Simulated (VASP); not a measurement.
# CoSi16 (a cell with a defect) in VASP: single point with r2SCAN

Aim: the single point of CoSi16 (a cell with a defect) with r2SCAN.

Program: VASP 6.6.1. These are calculated values, not measurements. Logs are shortened: lines on timing, memory, paths and dates and some standing lists are left out, and cuts for length are marked.

**1. The cell of the first run**

The cell holds a defect, 17 atoms: a = 7.679 Å, b = 7.679 Å, c = 7.679 Å, α = 60.00°, β = 60.00°, γ = 60.00°.

**2. Single point, r2SCAN, collinear spin, ferromagnetic start**

The input, POSCAR:

```
CoSi16
1.0
    0.0000000000      5.4300000000      5.4300000000
    5.4300000000      0.0000000000      5.4300000000
    5.4300000000      5.4300000000      0.0000000000
Si Co
16 1
Direct
    0.0008148139     -0.0016005906     -0.0003984526
    0.1249196655      0.1209396708      0.1285638538
   -0.0039272235      0.0038916126      0.5038840311
    0.1232071563      0.1266217283      0.6266628619
    0.0002783427      0.4975754656     -0.0024583719
    0.1269119933      0.6227209683      0.1227660403
    0.0007477300      0.4995627895      0.4984464802
    0.1248357130      0.6285712884      0.6209517951
    0.5007201260     -0.0092281163      0.0074261087
    0.6251953721      0.1207959858      0.1285579381
    0.4958753114      0.0037639414      0.5038872673
    0.6208002956      0.1289526536      0.6290507993
    0.5039799062      0.4973187531     -0.0025297663
    0.6286880520      0.6208299294      0.1209452028
    0.5005897272      0.5073393510      0.4909025237
    0.6251207145      0.6284307391      0.6209360350
    0.3805952040      0.3686942301      0.8688635536
```

The input, INCAR.step1:

```
SYSTEM = CoSi16
PREC = Accurate
ENCUT = 580
ISMEAR = 0
SIGMA = 0.02
LREAL = .FALSE.
LASPH = .TRUE.
NELM = 200
ISPIN = 2
MAGMOM = 0 0 0 0 0 0 0 0 0 0 0 0 0 0 0 0 1
LMAXMIX = 4
NBANDS = 54
GGA = PE
ALGO = Normal
EDIFF = 1E-5
LWAVE = .TRUE.
LCHARG = .FALSE.
GGA_COMPAT = .FALSE.
```

The input, INCAR.step2:

```
SYSTEM = CoSi16
PREC = Accurate
ENCUT = 580
EDIFF = 1E-6
ISMEAR = 0
SIGMA = 0.02
LREAL = .FALSE.
LASPH = .TRUE.
NELM = 200
ALGO = Normal
ISIF = 2
LWAVE = .FALSE.
LCHARG = .FALSE.
ISPIN = 2
MAGMOM = 0 0 0 0 0 0 0 0 0 0 0 0 0 0 0 0 1
LORBIT = 11
LMAXMIX = 4
METAGGA = R2SCAN
LMIXTAU = .TRUE.
NBANDS = 54
ISTART = 1
GGA_COMPAT = .FALSE.
```

The input, KPOINTS:

```
regular mesh
0
G
  2 2 2
  0 0 0
```

Potentials or basis: VASP PAW PBE potentials, release 64 (Si, Co).

Started as:

```console
cat potpaw_PBE.64/Si/POTCAR potpaw_PBE.64/Co/POTCAR > POTCAR
cp INCAR.step1 INCAR
mpirun -np 1 vasp_std > vasp.out
cp INCAR.step2 INCAR
mpirun -np 1 vasp_std > vasp.out
```

OUTCAR:

```text
SYSTEM = CoSi16
   PREC = Accurate
   ENCUT = 580
   EDIFF = 1E-6
   ISMEAR = 0
   LREAL = .FALSE.
   LASPH = .TRUE.
   NELM = 200
   ISIF = 2
   ISPIN = 2
   LORBIT = 11
   METAGGA = R2SCAN
   ISTART = 1

 ion  position               nearest neighbor table
   1  0.001  0.998  1.000-   4 2.34   2 2.36  10 2.36   6 2.36
   2  0.125  0.121  0.129-   3 2.35   1 2.36   9 2.36   5 2.36  17 2.73
   3  0.996  0.004  0.504-   4 2.34  12 2.35   8 2.35   2 2.35
   4  0.123  0.127  0.627-   3 2.34  11 2.34   1 2.34   7 2.34
   5  0.000  0.498  0.998-  14 2.33   8 2.36   2 2.36   6 2.36  17 2.38
   6  0.127  0.623  0.123-   1 2.36   7 2.36   5 2.36  13 2.36  17 2.76
   7  0.001  0.500  0.498-   4 2.34   8 2.36  16 2.36   6 2.36
   8  0.125  0.629  0.621-   3 2.35   7 2.36  15 2.36   5 2.36  17 2.74
   9  0.501  0.991  0.007-  14 2.32  10 2.36   2 2.36  17 2.37  12 2.37
  10  0.625  0.121  0.129-  11 2.35   1 2.36   9 2.36  13 2.36  17 2.74
  11  0.496  0.004  0.504-   4 2.34  12 2.35  10 2.35  16 2.35
  12  0.621  0.129  0.629-   3 2.35  11 2.35   9 2.37  15 2.37  17 2.60
  13  0.504  0.497  0.997-  14 2.33  10 2.36  16 2.36   6 2.36  17 2.39
  14  0.629  0.621  0.121-   9 2.32  15 2.32   5 2.33  13 2.33
  15  0.501  0.507  0.491-  14 2.32  16 2.36   8 2.36  17 2.37  12 2.37
  16  0.625  0.628  0.621-  11 2.35   7 2.36  15 2.36  13 2.36  17 2.74
  17  0.381  0.369  0.869-   9 2.37  15 2.37   5 2.38  13 2.39  12 2.60   2 2.73   8 2.74  16 2.74
                            10 2.74   6 2.76

  LATTYP: Found a face centered cubic cell.
 ALAT       =    10.8600000000

  Lattice vectors:

 A1 = (   0.0000000000,   5.4300000000,   5.4300000000)
 A2 = (   5.4300000000,   0.0000000000,   5.4300000000)
 A3 = (   5.4300000000,   5.4300000000,   0.0000000000)

Analysis of symmetry for initial positions (statically):
=====================================================================
 Subroutine PRICEL returns:
 Original cell was already a primitive cell.

 Routine SETGRP: Setting up the symmetry group for a
 face centered cubic supercell.

 Subroutine GETGRP returns: Found  1 space group operations
 (whereof  1 operations were pure point group operations)
 out of a pool of 48 trial point group operations.

The static configuration has the point symmetry C_1 .

Analysis of symmetry for dynamics (positions and initial velocities):
=====================================================================
 Subroutine PRICEL returns:
 Original cell was already a primitive cell.

 Routine SETGRP: Setting up the symmetry group for a
 face centered cubic supercell.

 Subroutine GETGRP returns: Found  1 space group operations
 (whereof  1 operations were pure point group operations)
 out of a pool of 48 trial point group operations.

The dynamic configuration has the point symmetry C_1 .

Analysis of structural, dynamic, and magnetic symmetry:
=====================================================================
 Subroutine PRICEL returns:
 Original cell was already a primitive cell.

 Routine SETGRP: Setting up the symmetry group for a
 face centered cubic supercell.

 Subroutine GETGRP returns: Found  1 space group operations
 (whereof  1 operations were pure point group operations)
 out of a pool of 48 trial point group operations.

The overall configuration has the point symmetry C_1 .

 Subroutine INISYM returns: Found  1 space group operations
 (whereof  1 operations are pure point group operations),
 and found     1 'primitive' translations

----------------------------------------------------------------------------------------

                                     Primitive cell

  volume of cell :     320.2060

  direct lattice vectors                    reciprocal lattice vectors
     0.000000000  5.430000000  5.430000000    -0.092081031  0.092081031  0.092081031
     5.430000000  0.000000000  5.430000000     0.092081031 -0.092081031  0.092081031
     5.430000000  5.430000000  0.000000000     0.092081031  0.092081031 -0.092081031

  length of vectors
     7.679179644  7.679179644  7.679179644     0.159489025  0.159489025  0.159489025

  position of ions in fractional coordinates (direct lattice)
     0.000814814  0.998399409  0.999601547
     0.124919666  0.120939671  0.128563854
     0.996072777  0.003891613  0.503884031
     0.123207156  0.126621728  0.626662862
[... 76 lines left out ...]
   NGX,Y,Z   is equivalent  to a cutoff of  12.99, 12.99, 12.99 a.u.
   NGXF,Y,Z  is equivalent  to a cutoff of  25.98, 25.98, 25.98 a.u.
 SYSTEM =  CoSi16
   PREC   = accura    normal or accurate (medium, high low for compatibility)
   ISTART =      1    job   : 0-new  1-cont  2-samecut
   ICHARG =      0    charge: 1-file 2-atom 10-const
   ISPIN  =      2    spin polarized calculation?
   LNONCOLLINEAR =      F non collinear calculations
   LSORBIT =      F    spin-orbit coupling
   LASPH  =      T    aspherical Exc in radial PAW
   ENCUT  =  580.0 eV  42.63 Ry    6.53 a.u.  15.08 15.08 15.08*2*pi/ulx,y,z
   NELM   =    200;   NELMIN=  2; NELMDL=  0     # of ELM steps
   EDIFF  = 0.1E-05   stopping-criterion for ELM
   LREAL  =      F    real-space projection
   EDIFFG = 0.1E-04   stopping-criterion for IOM
   NSW    =      0    number of steps for IOM
   IBRION =     -1    ionic relax: 0-MD 1-quasi-New 2-CG
   NFREE  =      0    steps in history (QN), initial steepest desc. (CG)
   ISIF   =      2    stress and relaxation
   ISYM   =      2    0-nonsym 1-usesym 2-fastsym
   POTIM  = 0.5000    time-step for ionic-motion
   TEBEG  =    0.0;   TEEND  =   0.0 temperature during run
   PSTRESS=    0.0 pullay stress
   NELECT =      73.0000    total number of electrons
   NUPDOWN=      -1.0000    fix difference up-down
   EMIN   =  10.00;   EMAX   =-10.00  energy-range for DOS
   EFERMI =   0.00;   METHOD = LEGACY
   ISMEAR =     0;   SIGMA  =   0.02  broadening in eV -4-tet -1-fermi 0-gaus
   EFERMI_NEDOS =   21; number of points for ismear=-14 and -15
   IALGO  =     38    algorithm
   IMIX   =      4    mixing-type and parameters
     AMIX     =   0.40;   BMIX     =  1.00
     AMIX_MAG =   1.60;   BMIX_MAG =  1.00
  volume/ion in A,a.u.               =      18.84       127.11
  Fermi-wavevector in a.u.,A,eV,Ry     =   1.000090  1.889897 13.608288  1.000181
  Thomas-Fermi vector in A             =   2.132424
   LORBIT       =     11    0 simple, 1 ext, 2 COOP (PROOUT), +10 PAW based schemes
   METAGGA = R2SCAN    functional components
   LHFCALC =     F    Hartree Fock is set to
   AEXX    =    0.0000 exact exchange contribution
   IVDW    =     0    specifies the selected vdW correction
   LEPSILON=     F    determine dielectric tensor
   LRPA    =     F    only Hartree local field effects (RPA)
 spin polarized calculation
 Gauss-broadening in eV      SIGMA  =   0.02
  energy-cutoff  :      580.00
  volume of cell :      320.21
 maximum number of plane-waves:     10200
   NGX = 31   NGY = 31   NGZ = 31

 number of electron      73.0000001 magnetization      -1.2505566

 Free energy of the ion-electron system (eV)
  ---------------------------------------------------
  ext. energy  EPLUGINS =         0.00000000
  ---------------------------------------------------
  free energy    TOTEN  =      -150.97471023 eV

  energy without entropy =     -150.97469962  energy(sigma->0) =     -150.97470493

 E-fermi :   6.8427     XC(G=0): -10.1589

 val. band max:        6.7962703386   @ k =   0.5000   0.5000   0.5000
 cond. band min:       6.8899009840   @ k =   0.0000   0.0000   0.5000
 fundamental gap:      0.0936306454
 Fermi energy:         6.8426637331

 spin component 1

 k-point     1 :       0.0000    0.0000    0.0000
  band No.  band energies     occupation
      1      -6.5377      1.00000
      2      -4.0428      1.00000
      3      -4.0339      1.00000
      4      -4.0298      1.00000
      5      -4.0136      1.00000
      6      -2.3806      1.00000
[... 397 lines left out ...]
     47      10.7638      0.00000
     48      10.7978      0.00000
 Fermi energy:         6.8426637331

 spin component 2

 k-point     1 :       0.0000    0.0000    0.0000
  band No.  band energies     occupation
      1      -6.5248      1.00000
      2      -4.0463      1.00000
      3      -4.0432      1.00000
      4      -4.0209      1.00000
      5      -4.0157      1.00000
      6      -2.3315      1.00000
[... 397 lines left out ...]
     47      10.7569      0.00000
     48      10.7726      0.00000
 [bands above 48 left out]

------------------------ aborting loop because EDIFF is reached ----------------------------------------

  FORCE on cell =-STRESS in cart. coord.  units (eV):
  Direction    XX          YY          ZZ          XY          YZ          ZX
  --------------------------------------------------------------------------------------
  -------------------------------------------------------------------------------------
  Total        1.5669556      1.7878030      1.7857661      0.0018353     -0.1940598      0.0029429
  in kB        7.8403921      8.9454203      8.9352289      0.0091831     -0.9709943      0.0147249
  external PRESSURE =       8.5736804 kB  Pullay stress =       0.0000000 kB

 VOLUME and BASIS-vectors are now :
 -----------------------------------------------------------------------------
  energy-cutoff  :      580.00
  volume of cell :      320.21
      direct lattice vectors                 reciprocal lattice vectors
     0.000000000  5.430000000  5.430000000    -0.092081031  0.092081031  0.092081031
     5.430000000  0.000000000  5.430000000     0.092081031 -0.092081031  0.092081031
     5.430000000  5.430000000  0.000000000     0.092081031  0.092081031 -0.092081031

 POSITION                                       TOTAL-FORCE (eV/Angst)
 -----------------------------------------------------------------------------------
     10.84915      5.43226      5.42573        -0.001042      0.001352     -0.002417
      1.35480      1.37642      1.33502         0.000258     -0.003425      0.001056
      2.75722      8.14477      5.42981        -0.003715     -0.001829     -0.001890
      4.09034      4.07179      1.35657         0.001399      0.000202      0.000210
      8.11849      5.41816      2.70335        -0.006425      0.002272      0.000192
      4.04799      1.35575      4.07051         0.006208      0.001685      0.001546
[... 9 lines left out ...]
      6.78406      6.76609      6.80678         0.001786      0.004336      0.003542
      6.71994      6.78456      4.06864         0.000784      0.003273      0.004192
 -----------------------------------------------------------------------------------
    total drift:                                0.000086      0.000214      0.000193

  FREE ENERGIE OF THE ION-ELECTRON SYSTEM (eV)
  ---------------------------------------------------
  free  energy   TOTEN  =      -150.9747102328 eV

  energy  without entropy=     -150.9746996229  energy(sigma->0) =     -150.97470493

 total charge

# of ion       s       p       d       tot
------------------------------------------
    1        0.736   0.968   0.000   1.705
    2        0.729   0.973   0.000   1.702
    3        0.737   0.968   0.000   1.704
    4        0.735   0.988   0.000   1.723
    5        0.726   0.985   0.000   1.711
    6        0.730   0.971   0.000   1.701
[... 9 lines left out ...]
   16        0.729   0.973   0.000   1.702
   17        0.398   0.426   7.495   8.320
--------------------------------------------------
tot         12.109  16.023   7.495  35.627

 magnetization (x)

# of ion       s       p       d       tot
------------------------------------------
    1        0.000  -0.009   0.000  -0.008
    2       -0.001  -0.002   0.000  -0.003
    3        0.000  -0.009   0.000  -0.009
    4        0.000   0.001   0.000   0.001
    5        0.000  -0.022   0.000  -0.021
    6        0.001  -0.002   0.000  -0.001
[... 9 lines left out ...]
   16       -0.001  -0.002   0.000  -0.003
   17       -0.005  -0.004  -1.251  -1.259
--------------------------------------------------
tot         -0.001  -0.122  -1.251  -1.374
```

It took 73 min on 1 thread of Oxide Virtual Turin-like, shared host; peak memory 0.85 GiB.

Results:

```
Free energy                                           : -150.9747 eV
Pressure                                              : 0.9 GPa
Largest force                                         : 0.012 eV/Å
Net moment                                            : -1.25 μB per cell
Site moments                                          : Si -0.01, -0.00, +0.00, -0.02, +0.01 (each value once); Co -1.26 μB
Valence electrons inside the program's atomic spheres : Si 1.71, 1.70, 1.72 (each value once); Co 8.32
```

Forces in eV/Å, atoms in the order of the input:
```
Si  -0.001  0.001 -0.002
Si   0.000 -0.003  0.001
Si  -0.004 -0.002 -0.002
Si   0.001  0.000  0.000
Si  -0.006  0.002  0.000
Si   0.006  0.002  0.002
Si  -0.001 -0.002  0.001
Si   0.000  0.000 -0.003
Si   0.003 -0.011  0.003
Si   0.002  0.004  0.005
Si  -0.003  0.001  0.000
Si  -0.002 -0.001  0.000
Si   0.001 -0.001 -0.001
Si  -0.001 -0.001 -0.002
Si   0.001  0.005 -0.010
Si   0.002  0.004  0.004
Co   0.001  0.003  0.004
```

Caveat: the k points lie up to 0.50 Å⁻¹ apart; the PAW data sets were made with another functional, which shifts forces and pressure a little.
